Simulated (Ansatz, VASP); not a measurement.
## Zr2B3 in VASP and in Ansatz

```
Zr B
1.0
     4.52474    0.00000    0.00000
    -2.26237    3.91854    0.00000
     0.00000    0.00000    4.69661
Zr B
2 3
Direct
  0.33333 0.66667 0.50000
  0.66667 0.33333 0.50000
  0.00000 0.00000 0.66746
  0.00000 0.00000 0.33254
  0.00000 0.00000 0.00000
```

Alike in both runs: functional PBE; k mesh 12 × 12 × 8; occupations gaussian, width 0.1 eV; no spin polarisation.

Ansatz relaxed the structure, and its values are those at the end. VASP's run is a single point on that final structure, the one shown.

|  | VASP | Ansatz |
| --- | --- | --- |
| version | VASP 6.6.1 | Ansatz 0.2.0 |
| potentials or method | VASP PAW PBE potentials, release 64 (Zr_sv, B), cutoff 520 eV | scalar-relativistic, plane waves, PAW |
| valence electrons in the cell | 33 | 33 |

```tsv
	VASP	Ansatz	Ansatz less VASP
gap on the k mesh at the Fermi level (eV)	none	none	-
pressure (GPa)	0.1	0.0	-0.06
```

A gap of «none» marks a metal or a gap that the smearing closes.
